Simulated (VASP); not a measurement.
# K3Mg4SiF12 (a cell with a defect) in VASP: single point with PBEsol

Aim: the single point of K3Mg4SiF12 (a cell with a defect) with PBEsol.

Everything below comes from runs of VASP 6.6.1. Logs are shortened: lines on timing, memory, paths and dates and some standing lists are left out, and cuts for length are marked.

### 1 The cell of the first run

The cell holds a defect, 40 atoms: a = 7.983 Å, b = 7.983 Å, c = 7.983 Å, α = 90.00°, β = 90.00°, γ = 90.00°.

### 2 Single point, PBEsol

INCAR reads:

```
PREC = Accurate ; ENCUT = 520
EDIFF = 1E-6 ; ISMEAR = -1
SIGMA = 0.05 ; LREAL = Auto
LASPH = T ; NELM = 80
ALGO = Normal ; ISIF = 2
LWAVE = F ; LCHARG = F
GGA = PS ; NBANDS = 149
ISYM = 0
```

KPOINTS reads:

```
Automatic mesh
0
Gamma
  1 1 1
  0.25 0.25 0.25
```

POSCAR reads:

```
K3Mg4SiF12
1.0
    7.9825440000      0.0000000000      0.0000000000
    0.0000000000      7.9825440000      0.0000000000
    0.0000000000      0.0000000000      7.9825440000
Si K Mg F
2 6 8 24
Direct
    0.0107730000      0.0884460000      0.0513550000
    0.4899980000      0.5448460000      0.4708980000
    0.0021720000      0.9959950000      0.5144080000
    0.9933400000      0.5311000000      0.9876320000
    0.9900060000      0.5029950000      0.5039060000
    0.4965680000      0.9873900000      0.9955820000
    0.5021710000      0.9857190000      0.5128990000
    0.5027540000      0.5167270000      0.9781770000
    0.3172160000      0.3059600000      0.2981940000
    0.2457310000      0.2458160000      0.7433240000
    0.2414720000      0.7499110000      0.2430570000
    0.2504560000      0.7472100000      0.7557950000
    0.7326430000      0.2508740000      0.2542130000
    0.7467210000      0.2489810000      0.7409900000
    0.7590340000      0.7542310000      0.2505560000
    0.7462700000      0.7490420000      0.7448440000
    0.1740590000      0.2289210000      0.0007600000
    0.2303150000      0.2265790000      0.5034180000
    0.2605510000      0.7455550000      0.0017340000
    0.2744560000      0.7092530000      0.4967000000
    0.8258220000      0.2288180000      0.0041130000
    0.7391020000      0.2461130000      0.4947880000
    0.7405510000      0.7463100000      0.0042700000
    0.7737590000      0.7756900000      0.4966760000
    0.9943430000      0.1957640000      0.2440270000
    0.9955430000      0.2523110000      0.7293930000
    0.0019020000      0.7651020000      0.2624070000
    0.0035470000      0.7405640000      0.7376540000
    0.5090650000      0.2538540000      0.1608100000
    0.4960160000      0.2438250000      0.7775910000
    0.5010960000      0.7051190000      0.2722150000
    0.4973150000      0.7693570000      0.7691610000
    0.2820320000      0.9929950000      0.2589870000
    0.2508160000      0.9960390000      0.7427730000
    0.1967040000      0.4996570000      0.2205010000
    0.2487690000      0.4926650000      0.7625660000
    0.7184090000      0.0017680000      0.2482970000
    0.7443120000      0.0030610000      0.7486530000
    0.7690200000      0.4944050000      0.2456240000
    0.7582830000      0.4937090000      0.7722510000
```

Potentials or basis: VASP PAW PBE potentials, release 64 (Si, K_sv, Mg, F).

Run with:

```bash
$ cat potpaw_PBE.64/Si/POTCAR potpaw_PBE.64/K_sv/POTCAR potpaw_PBE.64/Mg/POTCAR potpaw_PBE.64/F/POTCAR > POTCAR
$ mpirun -np 1 vasp_std > vasp.out
```

OUTCAR:

```text
PREC = Accurate
   ENCUT = 520
   EDIFF = 1E-6
   ISMEAR = -1
   LREAL = Auto
   LASPH = T
   NELM = 80
   ISIF = 2
   GGA = PS
   ISYM = 0

 ion  position               nearest neighbor table
   1  0.011  0.088  0.051-  25 1.77  17 1.77  21 1.89  13 3.04  10 3.34
   2  0.490  0.545  0.471-  31 2.04  20 2.17   9 2.73  11 3.15  15 3.24  12 3.38
   3  0.002  0.996  0.514-  24 2.54  18 2.59  26 2.67  25 2.68  34 2.69  28 2.71  27 2.73  38 2.78
                            10 3.33  16 3.38  14 3.39  12 3.40  15 3.45  11 3.49  13 3.62
   4  0.993  0.531  0.988-  35 2.48  40 2.56  28 2.60  23 2.65  36 2.73  19 2.74  39 2.74  21 2.76
                            17 2.81  12 3.26  16 3.27  15 3.33  11 3.34  14 3.58  10 3.61  13 3.72
   5  0.990  0.503  0.504-  28 2.66  26 2.69  39 2.71  24 2.78  35 2.80  20 2.81  40 2.83  27 2.85
                            16 3.37  14 3.39  15 3.39   9 3.46  10 3.47  12 3.49  13 3.50  11 3.50
   6  0.497  0.987  0.996-  29 2.50  32 2.51  30 2.69  37 2.69  19 2.70  33 2.71  23 2.74  38 2.79
                            34 2.82  12 3.35  16 3.41  11 3.41  15 3.46  13 3.50  10 3.51  14 3.53
   7  0.502  0.986  0.513-  32 2.68  33 2.68  38 2.70  34 2.72  37 2.73  24 2.74  22 2.81  16 3.29
                            12 3.38  14 3.40   9 3.41  10 3.45  15 3.46  13 3.48  11 3.54
   8  0.503  0.517  0.978-  29 2.56  32 2.62  40 2.63  23 2.65  36 2.67  19 2.67  30 2.70  31 2.79
                            12 3.25  16 3.27   9 3.40  14 3.46  11 3.51  10 3.52  15 3.54  13 3.57
   9  0.317  0.306  0.298-  18 1.89  35 1.92  29 1.93  33 2.53  17 2.71   2 2.73  25 2.76  13 3.36
                             8 3.40   7 3.41   5 3.46  11 3.62  10 3.63
  10  0.246  0.246  0.743-  18 1.93  36 1.98  34 1.99  26 2.00  30 2.02  17 2.14   3 3.33   1 3.34
                             7 3.45   5 3.47   6 3.51   8 3.52   4 3.61   9 3.63
  11  0.241  0.750  0.243-  27 1.92  19 1.93  33 1.97  35 2.04  20 2.07  31 2.12   2 3.15   4 3.34
                             6 3.41   3 3.49   5 3.50   8 3.51   7 3.54   9 3.62
  12  0.250  0.747  0.756-  19 1.96  28 1.98  32 1.98  34 1.99  36 2.03  20 2.10   8 3.25   4 3.26
                             6 3.35   7 3.38   2 3.38   3 3.40   5 3.49
  13  0.733  0.251  0.254-  22 1.92  29 1.93  39 1.97  37 1.99  25 2.14  21 2.14   1 3.04   9 3.36
                             7 3.48   6 3.50   5 3.50   8 3.57   3 3.62   4 3.72
  14  0.747  0.249  0.741-  38 1.96  22 1.97  40 1.97  26 1.99  30 2.02  21 2.20   5 3.39   3 3.39
                             7 3.40   8 3.46   6 3.53   4 3.58
  15  0.759  0.754  0.251-  27 1.94  23 1.97  24 1.98  37 2.00  39 2.08  31 2.10   2 3.24   4 3.33
                             5 3.39   3 3.45   6 3.46   7 3.46   8 3.54
  16  0.746  0.749  0.745-  32 2.00  24 2.00  38 2.03  40 2.05  28 2.06  23 2.07   4 3.27   8 3.27
                             7 3.29   5 3.37   3 3.38   6 3.41
  17  0.174  0.229  0.001-   1 1.77  10 2.14   9 2.71   4 2.81
  18  0.230  0.227  0.503-   9 1.89  10 1.93   3 2.59
  19  0.261  0.746  0.002-  11 1.93  12 1.96   8 2.67   6 2.70   4 2.74
  20  0.274  0.709  0.497-  11 2.07  12 2.10   2 2.17   5 2.81
  21  0.826  0.229  0.004-   1 1.89  13 2.14  14 2.20   4 2.76
  22  0.739  0.246  0.495-  13 1.92  14 1.97   7 2.81
  23  0.741  0.746  0.004-  15 1.97  16 2.07   8 2.65   4 2.65   6 2.74
  24  0.774  0.776  0.497-  15 1.98  16 2.00   3 2.54   7 2.74   5 2.78
  25  0.994  0.196  0.244-   1 1.77  13 2.14   3 2.68   9 2.76
  26  0.996  0.252  0.729-  14 1.99  10 2.00   3 2.67   5 2.69
[... 188 lines left out ...]
  volume/ion in A,a.u.               =      12.72        85.81
  Fermi-wavevector in a.u.,A,eV,Ry     =   1.285026  2.428347 22.467185  1.651292
  Thomas-Fermi vector in A             =   2.417185
   LORBIT       =      0    0 simple, 1 ext, 2 COOP (PROOUT), +10 PAW based schemes
   GGA     = PS    functional components
   LHFCALC =     F    Hartree Fock is set to
   AEXX    =    0.0000 exact exchange contribution
   IVDW    =     0    specifies the selected vdW correction
   LEPSILON=     F    determine dielectric tensor
   LRPA    =     F    only Hartree local field effects (RPA)
 non-spin polarized calculation
  energy-cutoff  :      520.00
  volume of cell :      508.66
 maximum number of plane-waves:     13679
   NGX = 29   NGY = 29   NGZ = 29

 number of electron     246.0000084 magnetization

 Free energy of the ion-electron system (eV)
  ---------------------------------------------------
  ext. energy  EPLUGINS =         0.00000000
  ---------------------------------------------------
  free energy    TOTEN  =      -198.99282351 eV

  energy without entropy =     -198.99279403  energy(sigma->0) =     -198.99280877

 E-fermi :   4.4739     XC(G=0):  -9.9053

 val. band max:        3.9172552197   @ k =   0.2500  -0.2500   0.2500
 cond. band min:       5.0170630593   @ k =  -0.2500   0.2500   0.2500
 fundamental gap:      1.0998078397
 Fermi energy:         4.4738907599

 k-point     1 :       0.2500    0.2500    0.2500
  band No.  band energies     occupation
      1     -26.8429      2.00000
      2     -26.8209      2.00000
      3     -26.7070      2.00000
      4     -26.5418      2.00000
      5     -26.5139      2.00000
      6     -26.4733      2.00000
[... 541 lines left out ...]
    134       8.9642      0.00000
    135       9.0550      0.00000
 [bands above 135 left out]

------------------------ aborting loop because EDIFF is reached ----------------------------------------

  FORCE on cell =-STRESS in cart. coord.  units (eV):
  Direction    XX          YY          ZZ          XY          YZ          ZX
  --------------------------------------------------------------------------------------
  -------------------------------------------------------------------------------------
  Total        4.2478733      2.0434964      8.6768527      0.7455865     -0.8630697      0.1903514
  in kB       13.3800635      6.4366588     27.3305799      2.3484679     -2.7185198      0.5995738
  external PRESSURE =      15.7157674 kB  Pullay stress =       0.0000000 kB

 VOLUME and BASIS-vectors are now :
 -----------------------------------------------------------------------------
  energy-cutoff  :      520.00
  volume of cell :      508.66
      direct lattice vectors                 reciprocal lattice vectors
     7.982544000  0.000000000  0.000000000     0.125273346  0.000000000  0.000000000
     0.000000000  7.982544000  0.000000000     0.000000000  0.125273346  0.000000000
     0.000000000  0.000000000  7.982544000     0.000000000  0.000000000  0.125273346

 POSITION                                       TOTAL-FORCE (eV/Angst)
 -----------------------------------------------------------------------------------
      0.08600      0.70602      0.40994        -0.025464     -0.131255     -0.050078
      3.91143      4.34926      3.75896         0.006274     -0.035856      0.006983
      0.01734      7.95057      4.10628         0.009941      0.009213     -0.012937
      7.92938      4.23953      7.88382        -0.002234     -0.000450      0.001958
      7.90277      4.01518      4.02245         0.008622     -0.016715     -0.007775
      3.96388      7.88188      7.94728         0.000113      0.002530      0.011564
[... 32 lines left out ...]
      6.13874      3.94661      1.96070        -0.007316      0.005332      0.003643
      6.05303      3.94105      6.16453        -0.004652     -0.004470     -0.015090
 -----------------------------------------------------------------------------------
    total drift:                                0.012441      0.004035     -0.011616

  FREE ENERGIE OF THE ION-ELECTRON SYSTEM (eV)
  ---------------------------------------------------
  free  energy   TOTEN  =      -198.9928235133 eV

  energy  without entropy=     -198.9927940327  energy(sigma->0) =     -198.99280877
```

OSZICAR:

```text
N       E                     dE             d eps       ncg     rms          rms(c)
DAV:   1     0.200519212072E+04    0.20052E+04   -0.13266E+05  1192   0.158E+03
DAV:   2    -0.559929483457E+02   -0.20612E+04   -0.20187E+04  1420   0.415E+02
DAV:   3    -0.205786035180E+03   -0.14979E+03   -0.14906E+03  1416   0.115E+02
DAV:   4    -0.214287132794E+03   -0.85011E+01   -0.84833E+01  1792   0.188E+01
DAV:   5    -0.214494957596E+03   -0.20782E+00   -0.20769E+00  1760   0.345E+00    0.239E+01
DAV:   6    -0.199371841312E+03    0.15123E+02   -0.65404E+01  1376   0.236E+01    0.114E+01
DAV:   7    -0.199164754955E+03    0.20709E+00   -0.32054E+00  1480   0.571E+00    0.756E+00
DAV:   8    -0.199002280889E+03    0.16247E+00   -0.62154E-01  1416   0.310E+00    0.162E+00
DAV:   9    -0.198989486318E+03    0.12795E-01   -0.12726E-01  1568   0.153E+00    0.456E-01
DAV:  10    -0.198992989731E+03   -0.35034E-02   -0.46103E-02  1528   0.705E-01    0.307E-01
DAV:  11    -0.198992618812E+03    0.37092E-03   -0.49619E-03  1696   0.313E-01    0.161E-01
DAV:  12    -0.198992884547E+03   -0.26573E-03   -0.25286E-03  1384   0.223E-01    0.687E-02
DAV:  13    -0.198992832638E+03    0.51909E-04   -0.59535E-04  1432   0.962E-02    0.329E-02
DAV:  14    -0.198992828184E+03    0.44534E-05   -0.13343E-04  1392   0.369E-02    0.148E-02
DAV:  15    -0.198992825203E+03    0.29812E-05   -0.19011E-05  1456   0.201E-02    0.908E-03
DAV:  16    -0.198992823239E+03    0.19637E-05   -0.10101E-05  1368   0.169E-02    0.399E-03
DAV:  17    -0.198992823513E+03   -0.27394E-06   -0.37803E-06  1072   0.655E-03
   1 F= -.19899282E+03 E0= -.19899281E+03  d E =-.294806E-04
```

Wall time 8.6 min (1 thread of AMD EPYC 7R43 (Zen 3), shared host); peak memory 0.56 GiB.

What came out:

```yaml
Free_energy: -198.9928 eV
Pressure: 1.6 GPa
Largest_force: 0.143 eV/Å
Band_gap_on_the_k_mesh: 1.10 eV
```

Forces on the atoms (eV/Å):
```
Si  -0.025 -0.131 -0.050
Si   0.006 -0.036  0.007
K    0.010  0.009 -0.013
K   -0.002  0.000  0.002
K    0.009 -0.017 -0.008
K    0.000  0.003  0.012
K    0.000  0.014 -0.018
K   -0.002 -0.007  0.004
Mg   0.003 -0.006  0.022
Mg  -0.009  0.007 -0.009
Mg   0.014 -0.010  0.009
Mg   0.009 -0.013 -0.009
Mg   0.000  0.001  0.017
Mg   0.010  0.011 -0.017
Mg  -0.012  0.004  0.004
Mg  -0.003 -0.004  0.000
F    0.082  0.053 -0.039
F    0.013  0.029 -0.002
F   -0.010  0.009 -0.003
F   -0.022  0.017  0.009
F   -0.043  0.016 -0.011
F   -0.003  0.000  0.019
F    0.007  0.011 -0.011
F   -0.009 -0.007  0.004
F   -0.026  0.054  0.072
F   -0.005 -0.008  0.027
F   -0.007 -0.011 -0.009
F   -0.005  0.011  0.007
F    0.003  0.004  0.012
F    0.006  0.001 -0.012
F    0.000  0.023 -0.018
F    0.007 -0.007 -0.015
F   -0.019  0.000  0.000
F   -0.002 -0.008  0.010
F    0.028 -0.001  0.020
F   -0.005  0.001 -0.007
F    0.014 -0.004  0.000
F    0.002 -0.011  0.008
F   -0.007  0.005  0.004
F   -0.005 -0.004 -0.015
```

Stress tensor (GPa, compression positive):
```
 1.34  0.23  0.06
 0.23  0.64 -0.27
 0.06 -0.27  2.73
```

Caveat: the k points lie up to 0.79 Å⁻¹ apart; the PAW data sets were made with another functional, which shifts forces and pressure a little.
